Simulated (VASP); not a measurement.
Write the native input for VASP 6.6.1 that does the following.

```
Task                   : single point
Functional             : revPBE
Potentials or basis    : VASP PAW PBE potentials, release 64 (C)
Cutoff                 : 520 eV
k mesh                 : 14 × 14 × 3
Occupations            : fermi-dirac, width 0.05 eV
Spin                   : no spin polarisation
Dipole correction      : no
Further INCAR settings : ALGO = Normal; EDIFF = 1e-06; NBANDS = 16
```

The structure of C lies in POSCAR:

```
C
1.0
    2.4746093713      0.0000000000      0.0000000000
   -1.2373046857      2.1430745800      0.0000000000
    0.0000000000      0.0000000000     10.1967199919
C
4
Direct
    0.0000000000      0.0000000000      0.2500000000
    1.0000000000      1.0000000000      0.7500000000
    0.3333333333      0.6666666667      0.2500000000
    0.6666666667      0.3333333333      0.7500000000
```

One way to write it, as run:

INCAR

```
SYSTEM = C
PREC = Accurate
ENCUT = 520
EDIFF = 1E-6
ISMEAR = -1
SIGMA = 0.05
LREAL = .FALSE.
LASPH = .TRUE.
NELM = 100
ALGO = Normal
ISIF = 2
LWAVE = .FALSE.
LCHARG = .FALSE.
GGA = RE
NBANDS = 16
```

KPOINTS

```
Automatic mesh
0
G
  14 14 3
  0 0 0
```

Potentials or basis: VASP PAW PBE potentials, release 64 (C).

Launch:

```console
$ cat potpaw_PBE.64/C/POTCAR > POTCAR
$ mpirun -np 1 vasp_std > vasp.out
```

Results of the run:

```json
{"Pressure": "0.2 GPa", "Band gap on the k mesh": "1.19 eV, direct"}
```

Caveat: the PAW data sets were made with another functional, which shifts forces and pressure a little; this functional lacks dispersion, which binds the layers, so the pressure and a relaxed spacing across them are unreliable.

Run time: 55 s on 1 thread of AMD EPYC 7R43 64-Core Processor (Zen 3), with other jobs on the host, peak memory 0.13 GiB.
